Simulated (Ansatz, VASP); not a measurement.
## Two plane-wave programs on AlN

The input INCAR:

```
SYSTEM = AlN
PREC = Accurate
ENCUT = 520
EDIFF = 1E-6
ISMEAR = 0
SIGMA = 0.05
LREAL = .False.
LASPH = .True.
NELM = 60
ALGO = Normal
ISIF = 2
LWAVE = .False.
LCHARG = .True.
GGA = PE
LELF = .True.
LVHAR = .True.
NBANDS = 11
```

File KPOINTS:

```
Automatic mesh
0
Gamma
  10 10 10
  0 0 0
```

The input POSCAR:

```
AlN
1.0
    0.0000000000      2.1839935596      2.1839935596
    2.1839935596      0.0000000000      2.1839935596
    2.1839935596      2.1839935596      0.0000000000
Al N
1 1
Direct
   -0.0728477541      0.0000000000      0.0000000000
    0.7500000000      0.7500000000      0.7500000000
```

Input for Ansatz:

```yaml
crystal:
  lattice:
    - [0.0, 2.1839935596, 2.1839935596]
    - [2.1839935596, 0.0, 2.1839935596]
    - [2.1839935596, 2.1839935596, 0.0]
  atoms:
    - { symbol: Al, position: [-0.0728477541, 0.0, 0.0] }
    - { symbol: "N", position: [0.75, 0.75, 0.75] }
basis:
  ecutwfc: 420
kpoints:
  mp_grid: { grid: [10, 10, 10] }
hamiltonian:
  xc: pbe
scf:
  occupations: { method: gaussian, width: 0.05 }
output:
  forces: true
  stress: true
  eigenvalues: true
```

Change from the starting cell: all Al atoms moved +0.225 Å, as atom 1 towards its neighbour atom 1 (Al) at 3.089 Å.

Alike in both runs: task single point; functional PBE; k mesh 10 × 10 × 10; occupations gaussian, width 0.05 eV; no spin polarisation.

|  | VASP | Ansatz |
| --- | --- | --- |
| version | VASP 6.6.1 | Ansatz 0.2.0 |
| potentials or method | VASP PAW PBE potentials, release 64 (Al, N), cutoff 520 eV | scalar-relativistic, plane waves, PAW |
| valence electrons in the cell | 8 | 8 |

```csv
,VASP,Ansatz,Ansatz less VASP
gap on the k mesh at the Fermi level (eV),2.74,2.75,+0.011
least direct gap on the mesh (eV),3.55,3.54,-0.009
pressure (GPa),11.1,11.3,+0.16
"traceless stress, the component that is largest in VASP (GPa)",13.12,13.02,-0.104
rms of the force components (eV/Å),2.279,2.265,-0.0136
```

Atom by atom the forces differ by 0.014 eV/Å (rms over components).
